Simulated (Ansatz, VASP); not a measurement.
HPbNO4: VASP beside Ansatz

POSCAR

```
HPbNO4
1.0
    3.8540400000      0.1438400000      0.0901200000
   -0.2532000000      5.5269800000      0.1647100000
   -0.4819700000     -1.9272000000      5.7202500000
H Pb N O
1 1 1 4
Direct
    0.1091300000      0.6571800000      0.5446300000
    0.6102900000      0.5212700000      0.1510000000
    0.9158000000      0.9626300000      0.9586700000
    0.0138400000      0.1363900000      0.8808400000
    0.7239800000      0.0105700000      0.1285800000
    0.0038900000      0.7373200000      0.8704300000
    0.1192700000      0.5932400000      0.3765100000
```

File INCAR.step1:

```
  ALGO = Normal
  EDIFF = 1E-5
  ENCUT = 520
  GGA = PE
  ISIF = 2
  ISMEAR = -1
  LASPH = True
  LREAL = False
  LWAVE = True
  NBANDS = 31
  NELM = 60
  PREC = Accurate
  SIGMA = 0.05
```

Contents of INCAR.step2:

```
  AEXX = 0.25
  ALGO = Normal
  EDIFF = 1E-6
  ENCUT = 520
  GGA = PE
  HFSCREEN = 0.3
  ISIF = 2
  ISMEAR = -1
  ISTART = 1
  LASPH = True
  LCHARG = True
  LELF = True
  LHFCALC = True
  LREAL = False
  LVHAR = True
  LWAVE = False
  NBANDS = 31
  NELM = 60
  PREC = Accurate
  PRECFOCK = Fast
  SIGMA = 0.05
```

The input KPOINTS:

```
k-points
0
Gamma
  3 2 2
```

File input.yaml:

```yaml
crystal:
  lattice:
    - [3.85404, 0.14384, 0.09012]
    - [-0.2532, 5.52698, 0.16471]
    - [-0.48197, -1.9272, 5.72025]
  atoms:
    - { symbol: H, position: [0.10913, 0.65718, 0.54463] }
    - { symbol: Pb, position: [0.61029, 0.52127, 0.151] }
    - { symbol: "N", position: [0.9158, 0.96263, 0.95867] }
    - { symbol: O, position: [0.01384, 0.13639, 0.88084] }
    - { symbol: O, position: [0.72398, 0.01057, 0.12858] }
    - { symbol: O, position: [0.00389, 0.73732, 0.87043] }
    - { symbol: O, position: [0.11927, 0.59324, 0.37651] }
hamiltonian:
  xc: { exchange: pbe, correlation: pbe, exx: { coeff: 0.25, omega: 0.3 } }
  pseudopotentials: { kind: paw }
kpoints:
  mp_grid: { grid: [3, 2, 2] }
scf:
  occupations: { method: fermi_dirac, width: 0.05 }
output:
  forces: true
  stress: true
  eigenvalues: true
  write_density: true
  write_potential: true
  elf: true
  volumetric_format: npy
```

Alike in both runs: task single point; functional PBE-based screened hybrid with a share of 0.25 of exact exchange and HFSCREEN = 0.3; k mesh 3 × 2 × 2; occupations fermi-dirac, width 0.05 eV; no spin polarisation.

|  | VASP | Ansatz |
| --- | --- | --- |
| version | VASP 6.6.1 | Ansatz 0.2.0 |
| potentials or method | VASP PAW PBE potentials, release 64 (H, Pb_d, N, O) | Ansatz PAW |
| plane-wave cutoff (eV) | 520 | 420 |
| valence electrons in the cell | 44 | 44 |

```tsv
	VASP	Ansatz	Ansatz less VASP
gap on the k mesh at the Fermi level (eV)	4.21	4.24	+0.035
least direct gap on the mesh (eV)	4.34	4.38	+0.037
pressure (GPa)	-2.5	-3.3	-0.78
traceless stress, the component that is largest in VASP (GPa)	1.21	1.82	+0.608
rms of the force components (eV/Å)	0.387	0.585	+0.1982
```

VASP's potentials were made for PBE, not for PBE-based screened hybrid. Atom by atom the forces differ by 0.202 eV/Å (rms over components).

The k mesh is coarse, so the values compare programs but aren't converged. Spin-orbit coupling is off throughout. Noted on VASP's run: the standard files for N, O and F lose accuracy on very short bonds. Noted on Ansatz's run: odd divisions of the mesh miss points on the zone boundary, where band edges often lie, so the gap on the mesh can be too wide.
